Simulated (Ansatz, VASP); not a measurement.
**Two plane-wave programs on Si**

File INCAR:

```
PREC = Accurate ; ENCUT = 600
EDIFF = 1E-6 ; ISMEAR = 0
SIGMA = 0.02 ; LREAL = False
LASPH = True ; NELM = 60
ALGO = Normal ; ISIF = 3
LWAVE = False ; LCHARG = False
IBRION = 2 ; NSW = 100
EDIFFG = -0.005
```

File KPOINTS:

```
Automatic mesh
0
Gamma
  12 12 12
```

Contents of POSCAR:

```
Si
1.0
    0.0000000000      2.7009711377      2.7009711377
    2.7009711377      0.0000000000      2.7009711377
    2.7009711377      2.7009711377      0.0000000000
Si
2
Direct
    0.7500000000      0.7500000000      0.7500000000
    0.5000000000      0.5000000000      0.5000000000
```

Input for Ansatz:

```yaml
crystal:
  lattice:
    - [0.0, 2.7009711377, 2.7009711377]
    - [2.7009711377, 0.0, 2.7009711377]
    - [2.7009711377, 2.7009711377, 0.0]
  atoms:
    - { symbol: Si, position: [0.75, 0.75, 0.75] }
    - { symbol: Si, position: [0.5, 0.5, 0.5] }
basis:
  ecutwfc: 420
kpoints:
  mp_grid: { grid: [12, 12, 12] }
hamiltonian:
  xc: lda
scf:
  occupations: { method: gaussian, width: 0.02 }
output:
  forces: true
  stress: true
  eigenvalues: true
relax:
  adjacent_minimum: "off"
  f_tol: 0.005
  max_steps: 80
  cell: { stress_tol: 0.05 }
```

Alike in both runs: task relaxation of cell and atoms; functional LDA; k mesh 12 × 12 × 12; occupations gaussian, width 0.02 eV; no spin polarisation.

```csv
,VASP,Ansatz
version,VASP 6.6.1,Ansatz 0.2.0
potentials or method,"VASP PAW LDA potentials, release 64 (Si), cutoff 600 eV","scalar-relativistic, plane waves, PAW"
valence electrons in the cell,8,8
```

VASP gave:

| Property | Result |
| --- | --- |
| gap on the k mesh at the Fermi level, each at its own relaxed structure (eV) | 0.44 |
| relaxed volume (Å³/atom) | 19.72 |
| relaxed cell length with the largest relative difference (Å) | 3.820 |

Question: Which values does Ansatz return?

Answer: gap on the k mesh at the Fermi level, each at its own relaxed structure (eV): 0.44; relaxed volume (Å³/atom): 19.70; relaxed cell length with the largest relative difference (Å): 3.820.

LDA's correlation is that of Perdew and Zunger in VASP and of Perdew and Wang (1992) in Ansatz.
